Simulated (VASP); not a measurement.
Si2Mo, 3 atoms in the cell. It takes space group I4/mmm (No. 139, tetragonal). The conventional cell has a = 3.217 Å, b = 3.217 Å, c = 7.872 Å, α = 90.00°, β = 90.00°, γ = 90.00°. Si (site symmetry 4mm) has 9 Si at 2.59 to 3.22 Å and 5 Mo at 2.62 to 2.64 Å within 3.4 Å. Mo (site symmetry 4/mmm) has 10 Si at 2.62 to 2.64 Å and 4 Mo at 3.22 Å within 3.5 Å. 

```yaml
Program: VASP 6.6.1
Task: relaxation of cell and atoms
Functional: PBE
Potentials_or_basis: VASP PAW PBE potentials, release 64 (Si, Mo_sv)
Cutoff: 600 eV
k_mesh: 20 × 20 × 20
Occupations: gaussian, width 0.1 eV
Spin: no spin polarisation
Dipole_correction: no
Further_INCAR_settings: ALGO = Normal; EDIFF = 1e-07; IBRION = 2; EDIFFG = -0.02; NSW = 70; ISIF = 3
```

Potentials or basis: VASP PAW PBE potentials, release 64 (Si, Mo_sv).

Run with:

```bash
$ cat potpaw_PBE.64/Si/POTCAR potpaw_PBE.64/Mo_sv/POTCAR > POTCAR
$ mpirun -np 1 vasp_std > vasp.out
```

Hardware: 1 thread of AMD EPYC 9R45 96-Core Processor (Zen 5) (shared host).

Problem. How long does it take, and how much memory?

Solution. It took 5.1 min on 1 thread of AMD EPYC 9R45 96-Core Processor (Zen 5), on a shared host, peak memory 0.56 GiB. Counts: scf iterations 14, k points 641, ion steps 1.
